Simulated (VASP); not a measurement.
Input of a VASP 6.6.1 run:

File INCAR:

```
ALGO = Normal
EDIFF = 1E-6
ENCUT = 500
GGA = PS
GGA_COMPAT = F
ISIF = 2
ISMEAR = 0
LASPH = T
LCHARG = F
LREAL = F
LWAVE = F
NBANDS = 16
NELM = 120
PREC = Accurate
SIGMA = 0.15
```

The input KPOINTS:

```
k-points
0
Gamma
  16 16 8
```

POSCAR

```
InSb
1.0
    2.8188345037      0.0000000000      0.0000000000
    0.0000000000      2.8188345037      0.0000000000
    0.0000000000      0.0000000000      6.7897266689
In Sb
1 1
Direct
    0.0000000000      0.0000000000      0.0000000000
    0.0000000000      0.0000000000      0.5000000000
```

Potentials or basis: VASP PAW PBE potentials, release 64 (In_d, Sb).

Command:

```console
$ cat potpaw_PBE.64/In_d/POTCAR potpaw_PBE.64/Sb/POTCAR > POTCAR
$ mpirun -np 1 vasp_std > vasp.out
```

Question: What does it give for the pressure?

Answer: 6.7 GPa.

Question: Predict the band gap on the k mesh.

Answer: Zero (bands 9 and 10 overlap by 4.65 eV).

Stress tensor (GPa, compression positive):
```
13.15  0.00  0.00
 0.00 13.15  0.00
 0.00  0.00 -6.26
```

Caveat: the cell stands under pressure; the PAW data sets were made with another functional, which shifts forces and pressure a little; spin-orbit coupling is left out, which moves the levels of the heavy elements.
